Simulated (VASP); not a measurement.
A run of VASP 6.6.1:

INCAR

```
SYSTEM = N
PREC = Accurate
ENCUT = 520
EDIFF = 1E-6
ISMEAR = -1
SIGMA = 0.02
LREAL = .FALSE.
LASPH = .TRUE.
NELM = 100
ALGO = Normal
ISIF = 2
LWAVE = .FALSE.
LCHARG = .FALSE.
GGA = PE
NBANDS = 12
```

KPOINTS

```
regular mesh
0
G
  10 10 5
  0 0 0
```

File POSCAR:

```
N
1.0
    3.6290016496      0.0000000000      0.0000000000
   -1.8145008248      3.1428076190      0.0000000000
    0.0000000000      0.0000000000      5.8900000000
N
2
Direct
    0.3333333333      0.6666666667      0.2500000000
    0.6666666667      0.3333333333      0.7500000000
```

Potentials or basis: VASP PAW PBE potentials, release 64 (N).

Launch:

```sh
$ cat potpaw_PBE.64/N/POTCAR > POTCAR
$ mpirun -np 1 vasp_std > vasp.out
```

Hardware: 1 thread of AMD EPYC 7R13, with other jobs on the host.

Task: Estimate the wall time of this run.

Result: Wall time 26 s on 1 thread of AMD EPYC 7R13, with other jobs on the host, peak memory 0.15 GiB. Counts: scf iterations 9, k points 42.
